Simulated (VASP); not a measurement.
# LiBr (Fm-3m) in VASP: G0W0 quasiparticle levels with PBE

Aim: the G0W0 quasiparticle levels of LiBr with PBE.

All numbers are computed with VASP 6.6.1; they aren't measurements. Logs are shortened: lines on timing, memory, paths and dates and some standing lists are left out, and cuts for length are marked.

## Step 1: The cell of the first run

The structure is cubic, space group Fm-3m (No. 225). The conventional cell has a = 5.479 Å, b = 5.479 Å, c = 5.479 Å, α = 90.00°, β = 90.00°, γ = 90.00°. Li (site symmetry m-3m) has 6 Br at 2.74 Å within 3.6 Å. Br (site symmetry m-3m) has 6 Li at 2.74 Å within 3.6 Å.

## Step 2: G0W0 quasiparticle levels, PBE

POSCAR

```
LiBr
1.0
    0.0000000000      2.7395851561      2.7395851561
    2.7395851561      0.0000000000      2.7395851561
    2.7395851561      2.7395851561      0.0000000000
Li Br
1 1
Direct
    0.0000000000      0.0000000000      0.0000000000
    0.5000000000      0.5000000000      0.5000000000
```

INCAR.step1

```
PREC = Accurate
ENCUT = 500
EDIFF = 1E-8
ISMEAR = 0
SIGMA = 0.01
LREAL = False
LASPH = True
NELM = 60
ALGO = Normal
LWAVE = True
LCHARG = False
GGA = PE
```

INCAR.step2

```
PREC = Accurate
ENCUT = 500
EDIFF = 1E-8
ISMEAR = 0
SIGMA = 0.01
LREAL = False
LASPH = True
NELM = 1
ALGO = Exact
LWAVE = True
LCHARG = False
GGA = PE
NBANDS = 126
LOPTICS = True
ISTART = 1
```

INCAR.step3

```
PREC = Accurate
ENCUT = 500
EDIFF = 1E-8
ISMEAR = 0
SIGMA = 0.01
LREAL = False
LASPH = True
ALGO = EVGW0
LWAVE = False
LCHARG = False
GGA = PE
NELMGW = 1
NBANDS = 126
ENCUTGW = 120.0
NOMEGA = 96
PRECFOCK = Fast
ISTART = 1
NBANDSGW = 12
OMEGAMAX = 30
```

KPOINTS

```
Automatic mesh
0
Gamma
  6 6 6
```

Potentials or basis: VASP PAW PBE potentials, release 64 (Li_GW, Br_GW).

Started as:

```console
cat potpaw_PBE.64/Li_GW/POTCAR potpaw_PBE.64/Br_GW/POTCAR > POTCAR
cp INCAR.step1 INCAR
mpirun -np 1 vasp_std > vasp.out
cp INCAR.step2 INCAR
mpirun -np 1 vasp_std > vasp.out
cp INCAR.step3 INCAR
mpirun -np 1 vasp_std > vasp.out
```

OUTCAR:

```text
PREC = Accurate
   ENCUT = 500
   EDIFF = 1E-8
   ISMEAR = 0
   LREAL = False
   LASPH = True
   GGA = PE
   NELMGW = 1
   ENCUTGW = 120.0
   PRECFOCK = Fast
   ISTART = 1

 ion  position               nearest neighbor table
   1  0.000  0.000  0.000-   2 2.74   2 2.74   2 2.74   2 2.74   2 2.74   2 2.74
   2  0.500  0.500  0.500-   1 2.74   1 2.74   1 2.74   1 2.74   1 2.74   1 2.74

  LATTYP: Found a face centered cubic cell.
 ALAT       =     5.4791703122

  Lattice vectors:

 A1 = (   0.0000000000,   2.7395851561,   2.7395851561)
 A2 = (   2.7395851561,   0.0000000000,   2.7395851561)
 A3 = (   2.7395851561,   2.7395851561,   0.0000000000)

Analysis of symmetry for initial positions (statically):
=====================================================================
 Subroutine PRICEL returns:
 Original cell was already a primitive cell.

 Routine SETGRP: Setting up the symmetry group for a
 face centered cubic supercell.

 Subroutine GETGRP returns: Found 48 space group operations
 (whereof 48 operations were pure point group operations)
 out of a pool of 48 trial point group operations.

The static configuration has the point symmetry O_h .

Analysis of symmetry for dynamics (positions and initial velocities):
=====================================================================
 Subroutine PRICEL returns:
 Original cell was already a primitive cell.

 Routine SETGRP: Setting up the symmetry group for a
 face centered cubic supercell.

 Subroutine GETGRP returns: Found 48 space group operations
 (whereof 48 operations were pure point group operations)
 out of a pool of 48 trial point group operations.

The dynamic configuration has the point symmetry O_h .

 Subroutine INISYM returns: Found 48 space group operations
 (whereof 48 operations are pure point group operations),
 and found     1 'primitive' translations

----------------------------------------------------------------------------------------

                                     Primitive cell

  volume of cell :      41.1230

  direct lattice vectors                    reciprocal lattice vectors
     0.000000000  2.739585156  2.739585156    -0.182509384  0.182509384  0.182509384
     2.739585156  0.000000000  2.739585156     0.182509384 -0.182509384  0.182509384
     2.739585156  2.739585156  0.000000000     0.182509384  0.182509384 -0.182509384

  length of vectors
     3.874358483  3.874358483  3.874358483     0.316115526  0.316115526  0.316115526

  position of ions in fractional coordinates (direct lattice)
     0.000000000  0.000000000  0.000000000
     0.500000000  0.500000000  0.500000000

  ion indices of the primitive-cell ions
   primitive index   ion index
                 1           1
                 2           2

----------------------------------------------------------------------------------------

 KPOINTS: Automatic mesh

Automatic generation of k-mesh.
 Grid dimensions read from file:
 generate k-points for:    6    6    6

 Generating k-lattice:

  Cartesian coordinates                     Fractional coordinates (reciprocal lattice)
    -0.030418231  0.030418231  0.030418231     0.166666667  0.000000000  0.000000000
     0.030418231 -0.030418231  0.030418231     0.000000000  0.166666667  0.000000000
     0.030418231  0.030418231 -0.030418231     0.000000000  0.000000000  0.166666667

  Length of vectors
     0.052685921  0.052685921  0.052685921

  Shift w.r.t. Gamma in fractional coordinates (k-lattice)
     0.000000000  0.000000000  0.000000000

 Subroutine IBZKPT returns following result:
 ===========================================

 Found     16 irreducible k-points:

 Following reciprocal coordinates:
            Coordinates               Weight
  0.000000  0.000000  0.000000      1.000000
  0.166667  0.000000  0.000000      8.000000
  0.333333  0.000000  0.000000      8.000000
  0.500000  0.000000  0.000000      4.000000
  0.166667  0.166667  0.000000      6.000000
  0.333333  0.166667  0.000000     24.000000
[... 8 lines left out ...]
 -0.333333  0.333333  0.166667     24.000000
 -0.333333  0.500000  0.166667     12.000000
   k-points           NKPTS =     16   k-points in BZ     NKDIM =    216   number of bands    NBANDS=    126
   number of dos      NEDOS =    301   number of ions     NIONS =      2
   total plane-waves  NPLWV =  21952
   dimension x,y,z NGX =    28 NGY =   28 NGZ =   28
   dimension x,y,z NGXF=    56 NGYF=   56 NGZF=   56
   ions per type =               1   1
   NGX,Y,Z   is equivalent  to a cutoff of  12.01, 12.01, 12.01 a.u.
   NGXF,Y,Z  is equivalent  to a cutoff of  24.03, 24.03, 24.03 a.u.
 SYSTEM =  unknown system
   PREC   = accura    normal or accurate (medium, high low for compatibility)
   ISTART =      1    job   : 0-new  1-cont  2-samecut
   ICHARG =      0    charge: 1-file 2-atom 10-const
   ISPIN  =      1    spin polarized calculation?
   LNONCOLLINEAR =      F non collinear calculations
   LSORBIT =      F    spin-orbit coupling
   LASPH  =      T    aspherical Exc in radial PAW
   ENCUT  =  500.0 eV  36.75 Ry    6.06 a.u.   7.06  7.06  7.06*2*pi/ulx,y,z
   NELM   =     60;   NELMIN=  2; NELMDL=  0     # of ELM steps
   EDIFF  = 0.1E-07   stopping-criterion for ELM
   LREAL  =      F    real-space projection
   EDIFFG = 0.1E-06   stopping-criterion for IOM
   NSW    =      0    number of steps for IOM
   IBRION =     -1    ionic relax: 0-MD 1-quasi-New 2-CG
   NFREE  =      0    steps in history (QN), initial steepest desc. (CG)
   ISIF   =      0    stress and relaxation
   ISYM   =      3    0-nonsym 1-usesym 2-fastsym
   POTIM  = 0.5000    time-step for ionic-motion
   TEBEG  =    0.0;   TEEND  =   0.0 temperature during run
   PSTRESS=    0.0 pullay stress
   NELECT =       8.0000    total number of electrons
   NUPDOWN=      -1.0000    fix difference up-down
   EMIN   =  10.00;   EMAX   =-10.00  energy-range for DOS
   EFERMI =   0.00;   METHOD = LEGACY
   ISMEAR =     0;   SIGMA  =   0.01  broadening in eV -4-tet -1-fermi 0-gaus
   EFERMI_NEDOS =   21; number of points for ismear=-14 and -15
   IALGO  =     38    algorithm
   IMIX   =      4    mixing-type and parameters
     AMIX     =   0.40;   BMIX     =  1.00
     AMIX_MAG =   1.60;   BMIX_MAG =  1.00
  volume/ion in A,a.u.               =      20.56       138.76
  Fermi-wavevector in a.u.,A,eV,Ry     =   0.948586  1.792568 12.242731  0.899815
  Thomas-Fermi vector in A             =   2.076788
   LORBIT       =      0    0 simple, 1 ext, 2 COOP (PROOUT), +10 PAW based schemes
   GGA     = PE    functional components
   LHFCALC =     T    Hartree Fock is set to
   PRECFOCK=fast      Normal, Fast or Accurate (Low or Medium for compatibility)
   ENCUT4O =  -1.0   cutoff for four orbital integrals eV
   NKREDX  =     1    reduce k-point grid by
   NKREDY  =     1    reduce k-point grid by
   NKREDZ  =     1    reduce k-point grid by
   AEXX    =    1.0000 exact exchange contribution
   HFSCREEN=    0.0000 screening length (either q_TF or 0.3 A-1)
   HFSCREENC=   0.0000 screening length for correlation (either q_TF or 0.3 A-1)
   ENCUTFOCK=  -1.0 apply spherical cutoff to Coloumb kernel
   IVDW    =     0    specifies the selected vdW correction
   LEPSILON=     F    determine dielectric tensor
   LRPA    =     F    only Hartree local field effects (RPA)
   LRPAFORCE           =     F    calculate RPA forces
   ENCUTGW             = 120.0    cutoff for response function in eV
   ENCUTGWSOFT         =  96.0    soft cutoff for Coulomb kernel in GW response function in eV
   ENCUTLF             =  -1.0    cutoff for local field effects
   NELMGW              =     1    number of iterations in solving QP/BSE equation
   NELMHF              =     1    number of iterations in the inner HF iteration
   NKREDLFX            =     1    NKREDLFY  =   1   NKREDLFZ  =   1
 non-spin polarized calculation
 Gauss-broadening in eV      SIGMA  =   0.01
  energy-cutoff  :      500.00
  volume of cell :       41.12
 maximum number of plane-waves:      1056
  NGX = 16; NGY = 16; NGZ = 16
   NGX = 15   NGY = 15   NGZ = 15
 maximum number of plane-waves:       129

 QP shifts <psi_nk| G(iteration)W_0 |psi_nk>: iteration 1
 for sc-GW calculations column KS-energies equals QP-energies in previous step
 and V_xc(KS)=  KS-energies - (<T + V_ion + V_H > + <T+V_H+V_ion>^1  + <V_x>^1)

 k-point   1 :       0.0000    0.0000    0.0000
  band No.  KS-energies  QP-energies   sigma(KS)   V_xc(KS)     V^pw_x(r,r')   Z            occupation Imag(sigma)

      1     -14.1625     -15.5502     -15.4899     -13.6055     -22.0482       0.7364       2.0000       1.4672
      2      -0.6830      -2.1791     -14.9448     -13.0671     -16.6500       0.7968       2.0000       0.0592
      3      -0.6830      -2.1791     -14.9448     -13.0671     -16.6500       0.7968       2.0000       0.0592
      4      -0.6830      -2.1791     -14.9448     -13.0671     -16.6500       0.7968       2.0000       0.0592
      5       4.2853       4.9849      -7.2447      -8.0846      -3.9022       0.8330       0.0000      -0.0686
      6       9.8262      10.5778      -7.4444      -8.3644      -3.6754       0.8168       0.0000      -0.0939
      7       9.8262      10.5778      -7.4444      -8.3644      -3.6754       0.8168       0.0000      -0.0939
      8       9.8262      10.5778      -7.4444      -8.3644      -3.6754       0.8168       0.0000      -0.0939
      9      11.6044      12.5020      -5.9371      -7.0894      -1.4908       0.7789       0.0000      -0.1606
     10      11.6044      12.5020      -5.9371      -7.0894      -1.4908       0.7789       0.0000      -0.1606
     11      11.6044      12.5020      -5.9371      -7.0894      -1.4908       0.7789       0.0000      -0.1606
     12      12.5476      13.4949      -8.2596      -9.4519      -4.0940       0.7944       0.0000      -0.1279

 k-point   2 :       0.1667    0.0000    0.0000
  band No.  KS-energies  QP-energies   sigma(KS)   V_xc(KS)     V^pw_x(r,r')   Z            occupation Imag(sigma)
[... 225 lines left out ...]
      1     -13.4798     -14.7280     -15.8167     -14.2101     -22.3131       0.7770       2.0000       1.4214
      2      -3.2648      -5.0290     -13.3243     -11.0492     -15.5607       0.7754       2.0000       0.0968
      3      -2.4031      -4.0882     -13.7681     -11.6166     -15.7997       0.7832       2.0000       0.0808
      4      -1.8457      -3.4814     -14.1440     -12.0651     -16.0601       0.7868       2.0000       0.0719
      5       6.4825       7.2762      -7.0002      -7.9646      -3.5029       0.8230       0.0000      -0.0789
      6       7.6380       8.2973      -7.5165      -8.3178      -3.9787       0.8228       0.0000      -0.0817
      7       9.1353      10.0910      -7.0746      -8.2595      -3.1268       0.8065       0.0000      -0.1067
      8       9.9223      10.8170      -8.3879      -9.5163      -4.3177       0.7929       0.0000      -0.1191
      9      12.4883      13.4046      -6.9562      -8.1531      -2.3863       0.7656       0.0000      -0.1912
     10      14.6475      15.4731      -7.2365      -8.3041      -2.5041       0.7733       0.0000      -0.3021
     11      16.6509      17.5924      -8.6703      -9.8666      -3.6576       0.7870       0.0000      -0.5164
     12      16.9243      17.9600      -9.4290     -10.7600      -4.4432       0.7781       0.0000      -0.3731
```

It took 6.7 min on 1 thread of AMD EPYC 9R45 (Zen 5), shared host; peak memory 0.72 GiB.

What came out:

| Item | Value |
| --- | --- |
| Quasiparticle gap | 7.16 eV |
| Least direct quasiparticle gap | 7.16 eV |
| Band gap of the starting levels on the mesh | 4.97 eV |
| Least direct gap of the starting levels on the mesh | 4.97 eV |

Caveat: bands, screening cutoff and mesh are small and nothing is extrapolated, so the quasiparticle values aren't converged.
